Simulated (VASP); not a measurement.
Runs of VASP 6.6.1 on C. The structure is that of space group Fd-3m (No. 227), or close to it. The cells are those of the table. 

```csv
task,potentials or basis,cell,k mesh,cutoff (eV),smearing,second run,gap on the mesh (eV),pressure (GPa)
single point,"VASP PAW LDA potentials, release 64 (C_h)","a = 2.547, b = 2.547, c = 2.516 Å, angles 59.6, 59.6, 90.0°, 2 atoms",12 × 12 × 12,910,gaussian 0.01 eV,hard_potentials,3.49,-14.4
single point,"VASP PAW LDA potentials, release 64 (C)","a = 2.485, b = 2.485, c = 2.493 Å, angles 60.1, 60.1, 90.0°, 2 atoms",12 × 12 × 12,520,gaussian 0.01 eV,-,(a),(b)
single point,"VASP PAW LDA potentials, release 64 (C)","a = 2.510, b = 2.510, c = 2.500 Å, angles 59.9, 59.9, 90.0°, 2 atoms",12 × 12 × 12,520,gaussian 0.01 eV,-,3.97,-1.6
single point,"VASP PAW LDA potentials, release 64 (C)","a = 2.472, b = 2.472, c = 2.488 Å, angles 60.2, 60.2, 90.0°, 2 atoms",12 × 12 × 12,520,gaussian 0.01 eV,-,4.07,10.1
relaxation of cell and atoms,"VASP PAW LDA potentials, release 64 (C)","relaxed from a = 2.522 Å, angles 60.0, 60.0, 90.0°, 2 atoms",16 × 16 × 16,600,fermi-dirac 0.1 eV,-,4.17,0.0
single point,"VASP PAW LDA potentials, release 64 (C)","a = 2.522, b = 2.522, c = 2.507 Å, angles 59.8, 59.8, 90.0°, 2 atoms",12 × 12 × 12,520,gaussian 0.01 eV,-,3.83,-6.3
single point,"VASP PAW LDA potentials, release 64 (C)","a = 2.472, b = 2.472, c = 2.492 Å, angles 60.3, 60.3, 90.0°, 2 atoms",12 × 12 × 12,520,gaussian 0.01 eV,-,4.02,8.5
single point,"VASP PAW LDA potentials, release 64 (C_h)","a = 2.522, b = 2.522, c = 2.507 Å, angles 59.8, 59.8, 90.0°, 2 atoms",12 × 12 × 12,910,gaussian 0.01 eV,hard_potentials,3.84,-7.2
single point,"VASP PAW LDA potentials, release 64 (C)","a = 2.497 Å, angles 60.0, 60.0, 90.0°, 2 atoms",16 × 16 × 16,520,fermi-dirac 0.1 eV,-,4.17,1.6
single point,"VASP PAW LDA potentials, release 64 (C)","a = 2.485, b = 2.485, c = 2.495 Å, angles 60.1, 60.1, 90.0°, 2 atoms",12 × 12 × 12,520,gaussian 0.01 eV,-,4.11,5.0
single point,"VASP PAW LDA potentials, release 64 (C)","a = 2.547, b = 2.547, c = 2.508 Å, angles 59.5, 59.5, 90.0°, 2 atoms",12 × 12 × 12,520,gaussian 0.01 eV,-,3.33,(c)
single point,"VASP PAW LDA potentials, release 64 (C)","a = 2.510, b = 2.510, c = 2.502 Å, angles 59.9, 59.9, 90.0°, 2 atoms",12 × 12 × 12,520,gaussian 0.01 eV,-,4.01,-2.4
```

Alike in all rows: level LDA; no spin polarisation.

Estimate the missing entries.

(a) 4.14; (b) 5.8; (c) -10.7.

Caveats: the cutoff is under 1.25 times the usual one of these potentials, so pressure, stress and relaxed cells hold a basis-set (Pulay) error (some runs).

A k mesh can miss the band edges.
